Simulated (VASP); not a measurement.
Here is a VASP 6.6.1 calculation.

The input INCAR:

```
SYSTEM = KTaO3
ALGO = Normal
EDIFF = 1E-6
EDIFFG = -0.01
ENCUT = 600
GGA = PS
IBRION = 2
ISIF = 3
ISMEAR = -1
IVDW = 12
LASPH = .TRUE.
LCHARG = .FALSE.
LREAL = .FALSE.
LWAVE = .FALSE.
NELM = 100
NSW = 60
PREC = Accurate
SIGMA = 0.05
```

KPOINTS

```
k-points
0
G
  7 7 7
  0 0 0
```

POSCAR

```
KTaO3
1.0
    3.9883000000      0.0000000000      0.0000000000
    0.0000000000      3.9883000000      0.0000000000
    0.0000000000      0.0000000000      3.9883000000
Ta K O
1 1 3
Direct
    0.0000000000      0.0000000000      0.0000000000
    0.5000000000      0.5000000000      0.5000000000
    0.0000000000      0.0000000000      0.5000000000
    0.0000000000      0.5000000000      0.0000000000
    0.5000000000      0.0000000000      0.0000000000
```

Potentials or basis: VASP PAW PBE potentials, release 64 (Ta_pv, K_sv, O).

Launch:

```bash
$ cat potpaw_PBE.64/Ta_pv/POTCAR potpaw_PBE.64/K_sv/POTCAR potpaw_PBE.64/O/POTCAR > POTCAR
$ mpirun -np 1 vasp_std > vasp.out
```

(1) What does it give for the space group after relaxing (to 0.1 Å)?

(2) Predict the band gap on the k mesh.

(3) Estimate the dispersion energy per atom.

## Answers

(1) Pm-3m (No. 221).

(2) 2.18 eV (least direct gap 2.73 eV).

(3) -0.233 eV.

Caveat: spin-orbit coupling is left out, which moves the levels of the heavy elements; an odd mesh through Γ misses points on the zone boundary, where band edges can lie.
